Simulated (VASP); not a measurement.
# Al3GaN4 (R3m) in VASP: further runs, part 2 of 3

VASP 6.6.1. The steps go on from the part before.

### Step 3. Single point, r2SCAN (all Ga atoms moved +0.025 Å, as atom 4 along Cartesian [1 1 1])

POSCAR reads:

```
Al3GaN4
1.0
    4.4012372935      0.0000000000      0.0000000000
    0.0000000000      4.4012372935      0.0000000000
    0.0000000000      0.0000000000      4.4012372935
Al Ga N
3 1 4
Direct
    0.5000000000      0.5000000000      0.0000000000
    0.5000000000      0.0000000000      0.5000000000
    0.0000000000      0.5000000000      0.5000000000
    0.0032794771      0.0032794771      0.0032794771
    0.7444581597      0.7444581597      0.2555418403
    0.7444581597      0.2555418403      0.7444581597
    0.2555418403      0.7444581597      0.7444581597
    0.2555418403      0.2555418403      0.2555418403
```

INCAR.step1 reads:

```
  PREC = Accurate
  ENCUT = 520
  ISMEAR = 0
  SIGMA = 0.05
  LREAL = F
  LASPH = T
  NELM = 80
  NBANDS = 31
  GGA = PE
  ALGO = Normal
  EDIFF = 1E-4
  LWAVE = T
  LCHARG = F
```

INCAR.step2 reads:

```
  PREC = Accurate
  ENCUT = 520
  EDIFF = 1E-7
  ISMEAR = 0
  SIGMA = 0.05
  LREAL = F
  LASPH = T
  NELM = 80
  ALGO = Normal
  ISIF = 2
  LWAVE = F
  LCHARG = F
  METAGGA = R2SCAN
  LMIXTAU = T
  NBANDS = 31
  ISTART = 1
```

KPOINTS reads:

```
Automatic mesh
0
Gamma
  6 6 6
```

Potentials or basis: VASP PAW PBE potentials, release 64 (Al, Ga_d, N).

Run with:

```sh
$ cat potpaw_PBE.64/Al/POTCAR potpaw_PBE.64/Ga_d/POTCAR potpaw_PBE.64/N/POTCAR > POTCAR
$ cp INCAR.step1 INCAR
$ mpirun -np 1 vasp_std > vasp.out
$ cp INCAR.step2 INCAR
$ mpirun -np 1 vasp_std > vasp.out
```

OUTCAR:

```text
PREC = Accurate
   ENCUT = 520
   EDIFF = 1E-7
   ISMEAR = 0
   LREAL = F
   LASPH = T
   NELM = 80
   ISIF = 2
   METAGGA = R2SCAN
   ISTART = 1

 ion  position               nearest neighbor table
   1  0.500  0.500  0.000-   5 1.89   6 1.89   7 1.89   8 1.89   4 3.09   3 3.11   2 3.11   2 3.11
                             3 3.11   2 3.11   2 3.11   3 3.11   3 3.11   4 3.11   4 3.11   4 3.13
   2  0.500  0.000  0.500-   5 1.89   6 1.89   7 1.89   8 1.89   4 3.09   3 3.11   1 3.11   1 3.11
                             1 3.11   3 3.11   1 3.11   3 3.11   3 3.11   4 3.11   4 3.11   4 3.13
   3  0.000  0.500  0.500-   5 1.89   6 1.89   7 1.89   8 1.89   4 3.09   2 3.11   1 3.11   1 3.11
                             2 3.11   1 3.11   2 3.11   1 3.11   2 3.11   4 3.11   4 3.11   4 3.13
   4  0.003  0.003  0.003-   8 1.92   6 1.96   7 1.96   5 1.96   2 3.09   3 3.09   1 3.09   2 3.11
                             3 3.11   1 3.11   3 3.11   1 3.11   2 3.11   3 3.13   2 3.13   1 3.13
   5  0.744  0.744  0.256-   1 1.89   2 1.89   3 1.89   4 1.96
   6  0.744  0.256  0.744-   1 1.89   2 1.89   3 1.89   4 1.96
   7  0.256  0.744  0.744-   1 1.89   2 1.89   3 1.89   4 1.96
   8  0.256  0.256  0.256-   1 1.89   2 1.89   3 1.89   4 1.92

  LATTYP: Found a simple cubic cell.
 ALAT       =     4.4012372935

  Lattice vectors:

 A1 = (   4.4012372935,   0.0000000000,   0.0000000000)
 A2 = (   0.0000000000,   4.4012372935,   0.0000000000)
 A3 = (   0.0000000000,   0.0000000000,   4.4012372935)

Analysis of symmetry for initial positions (statically):
=====================================================================
 Subroutine PRICEL returns:
 Original cell was already a primitive cell.

 Routine SETGRP: Setting up the symmetry group for a
 simple cubic supercell.

 Subroutine GETGRP returns: Found  6 space group operations
 (whereof  6 operations were pure point group operations)
 out of a pool of 48 trial point group operations.

The static configuration has the point symmetry C_3v.

Analysis of symmetry for dynamics (positions and initial velocities):
=====================================================================
 Subroutine PRICEL returns:
 Original cell was already a primitive cell.

 Routine SETGRP: Setting up the symmetry group for a
 simple cubic supercell.

 Subroutine GETGRP returns: Found  6 space group operations
 (whereof  6 operations were pure point group operations)
 out of a pool of 48 trial point group operations.

The dynamic configuration has the point symmetry C_3v.

 Subroutine INISYM returns: Found  6 space group operations
 (whereof  6 operations are pure point group operations),
 and found     1 'primitive' translations

----------------------------------------------------------------------------------------

                                     Primitive cell

  volume of cell :      85.2559

  direct lattice vectors                    reciprocal lattice vectors
     4.401237294  0.000000000  0.000000000     0.227208835  0.000000000  0.000000000
     0.000000000  4.401237294  0.000000000     0.000000000  0.227208835  0.000000000
     0.000000000  0.000000000  4.401237294     0.000000000  0.000000000  0.227208835

  length of vectors
     4.401237294  4.401237294  4.401237294     0.227208835  0.227208835  0.227208835
[... 50 lines left out ...]
  0.000000  0.000000  0.000000      1.000000
  0.166667  0.000000  0.000000      6.000000
  0.333333  0.000000  0.000000      6.000000
  0.500000  0.000000  0.000000      3.000000
  0.166667  0.166667  0.000000      6.000000
 -0.166667  0.166667  0.000000      6.000000
[... 16 lines left out ...]
 -0.166667  0.333333  0.333333      6.000000
  0.500000  0.333333  0.166667     12.000000
 [... further k-points ...]
   k-points           NKPTS =     32   k-points in BZ     NKDIM =     32   number of bands    NBANDS=     31
   number of dos      NEDOS =    301   number of ions     NIONS =      8
   total plane-waves  NPLWV =  46656
   dimension x,y,z NGX =    36 NGY =   36 NGZ =   36
   dimension x,y,z NGXF=    72 NGYF=   72 NGZF=   72
   ions per type =               3   1   4
   NGX,Y,Z   is equivalent  to a cutoff of  13.60, 13.60, 13.60 a.u.
   NGXF,Y,Z  is equivalent  to a cutoff of  27.20, 27.20, 27.20 a.u.
 SYSTEM =  unknown system
   PREC   = accura    normal or accurate (medium, high low for compatibility)
   ISTART =      1    job   : 0-new  1-cont  2-samecut
   ICHARG =      0    charge: 1-file 2-atom 10-const
   ISPIN  =      1    spin polarized calculation?
   LNONCOLLINEAR =      F non collinear calculations
   LSORBIT =      F    spin-orbit coupling
   LASPH  =      T    aspherical Exc in radial PAW
   ENCUT  =  520.0 eV  38.22 Ry    6.18 a.u.   8.18  8.18  8.18*2*pi/ulx,y,z
   NELM   =     80;   NELMIN=  2; NELMDL=  0     # of ELM steps
   EDIFF  = 0.1E-06   stopping-criterion for ELM
   LREAL  =      F    real-space projection
   EDIFFG = 0.1E-05   stopping-criterion for IOM
   NSW    =      0    number of steps for IOM
   IBRION =     -1    ionic relax: 0-MD 1-quasi-New 2-CG
   NFREE  =      0    steps in history (QN), initial steepest desc. (CG)
   ISIF   =      2    stress and relaxation
   ISYM   =      2    0-nonsym 1-usesym 2-fastsym
   POTIM  = 0.5000    time-step for ionic-motion
   TEBEG  =    0.0;   TEEND  =   0.0 temperature during run
   PSTRESS=    0.0 pullay stress
   NELECT =      42.0000    total number of electrons
   NUPDOWN=      -1.0000    fix difference up-down
   EMIN   =  10.00;   EMAX   =-10.00  energy-range for DOS
   EFERMI =   0.00;   METHOD = LEGACY
   ISMEAR =     0;   SIGMA  =   0.05  broadening in eV -4-tet -1-fermi 0-gaus
   EFERMI_NEDOS =   21; number of points for ismear=-14 and -15
   IALGO  =     38    algorithm
   IMIX   =      4    mixing-type and parameters
     AMIX     =   0.40;   BMIX     =  1.00
     AMIX_MAG =   1.60;   BMIX_MAG =  1.00
  volume/ion in A,a.u.               =      10.66        71.92
  Fermi-wavevector in a.u.,A,eV,Ry     =   1.292954  2.443329 22.745275  1.671731
  Thomas-Fermi vector in A             =   2.424630
   LORBIT       =      0    0 simple, 1 ext, 2 COOP (PROOUT), +10 PAW based schemes
   METAGGA = R2SCAN    functional components
   LHFCALC =     F    Hartree Fock is set to
   AEXX    =    0.0000 exact exchange contribution
   IVDW    =     0    specifies the selected vdW correction
   LEPSILON=     F    determine dielectric tensor
   LRPA    =     F    only Hartree local field effects (RPA)
 non-spin polarized calculation
 Gauss-broadening in eV      SIGMA  =   0.05
  energy-cutoff  :      520.00
  volume of cell :       85.26
 maximum number of plane-waves:      2320
 NGX is ok and might be reduce to    36
   NGX = 17   NGY = 17   NGZ = 17

 number of electron      42.0000006 magnetization

 Free energy of the ion-electron system (eV)
  ---------------------------------------------------
  ext. energy  EPLUGINS =         0.00000000
  ---------------------------------------------------
  free energy    TOTEN  =       -79.43060023 eV

  energy without entropy =      -79.43060023  energy(sigma->0) =      -79.43060023

 E-fermi :   5.7815     XC(G=0): -11.7543

 val. band max:        5.5041508956   @ k =   0.0000   0.0000   0.0000
 cond. band min:       9.4525482551   @ k =   0.0000   0.0000   0.0000
 fundamental gap:      3.9483973596
 Fermi energy:         5.7815072665

 k-point     1 :       0.0000    0.0000    0.0000
  band No.  band energies     occupation
      1     -10.4849      2.00000
      2      -8.6356      2.00000
      3      -8.5363      2.00000
      4      -8.5363      2.00000
      5      -7.4689      2.00000
      6      -7.4689      2.00000
[... 805 lines left out ...]
     30      17.2403      0.00000
     31      17.6679      0.00000

 [... further k-points ...]
[... 5 lines left out ...]
  --------------------------------------------------------------------------------------
  -------------------------------------------------------------------------------------
  Total        0.0079258      0.0079258      0.0079258      0.1437158      0.1437158      0.1437158
  in kB        0.1489454      0.1489454      0.1489454      2.7007894      2.7007894      2.7007894
  external PRESSURE =       0.1489454 kB  Pullay stress =       0.0000000 kB

 VOLUME and BASIS-vectors are now :
 -----------------------------------------------------------------------------
  energy-cutoff  :      520.00
  volume of cell :       85.26
      direct lattice vectors                 reciprocal lattice vectors
     4.401237294  0.000000000  0.000000000     0.227208835  0.000000000  0.000000000
     0.000000000  4.401237294  0.000000000     0.000000000  0.227208835  0.000000000
     0.000000000  0.000000000  4.401237294     0.000000000  0.000000000  0.227208835

 POSITION                                       TOTAL-FORCE (eV/Angst)
 -----------------------------------------------------------------------------------
      2.20062      2.20062      0.00000         0.073094      0.073094     -0.050236
      2.20062      0.00000      2.20062         0.073094     -0.050236      0.073094
      0.00000      2.20062      2.20062        -0.050236      0.073094      0.073094
      0.01443      0.01443      0.01443        -0.301869     -0.301869     -0.301869
      3.27654      3.27654      1.12470         0.005038      0.005038      0.025374
      3.27654      1.12470      3.27654         0.005038      0.025374      0.005038
      1.12470      3.27654      3.27654         0.025374      0.005038      0.005038
      1.12470      1.12470      1.12470         0.170467      0.170467      0.170467
 -----------------------------------------------------------------------------------
    total drift:                               -0.015035     -0.015035     -0.015017

  FREE ENERGIE OF THE ION-ELECTRON SYSTEM (eV)
  ---------------------------------------------------
  free  energy   TOTEN  =       -79.4306002289 eV

  energy  without entropy=      -79.4306002289  energy(sigma->0) =      -79.43060023
```

It took 2.3 min on 1 thread of Intel Xeon 6975P-C (Granite Rapids), shared host; peak memory 0.25 GiB.

What came out:

* Free energy: -79.4306 eV
* Pressure: 0.0 GPa
* Largest force: 0.523 eV/Å
* Band gap on the k mesh: 3.95 eV, direct

Forces on the atoms (eV/Å):
```
Al   0.073  0.073 -0.050
Al   0.073 -0.050  0.073
Al  -0.050  0.073  0.073
Ga  -0.302 -0.302 -0.302
N    0.005  0.005  0.025
N    0.005  0.025  0.005
N    0.025  0.005  0.005
N    0.170  0.170  0.170
```

Levels at points of the mesh, in eV from the valence-band top:
```
           k point  band 17  band 18  band 19  band 20  band 21  band 22  band 23  band 24  band 25  band 26
(0.00, 0.00, 0.00)    -2.03    -2.03    -0.03     0.00     0.00     3.95     3.95     4.04     4.13     7.76
(0.50, 0.00, 0.00)    -2.66    -1.29    -1.25    -0.99    -0.92     6.24     6.31     6.74     6.80     9.29
(0.50, 0.50, 0.00)    -2.58    -0.89    -0.60    -0.58    -0.50     8.02     8.26     8.31     8.55     8.82
(0.50, 0.50, 0.50)    -0.64    -0.64    -0.44    -0.33    -0.33     6.18     7.78     7.79     7.79    10.38
```

Caveat: the cell differs from its parent crystal (all Ga atoms moved +0.025 Å, as atom 4 along Cartesian [1 1 1]); the PAW data sets were made with another functional, which shifts forces and pressure a little. A k mesh can miss the band edges.

(Continued in part 3 of 3.)
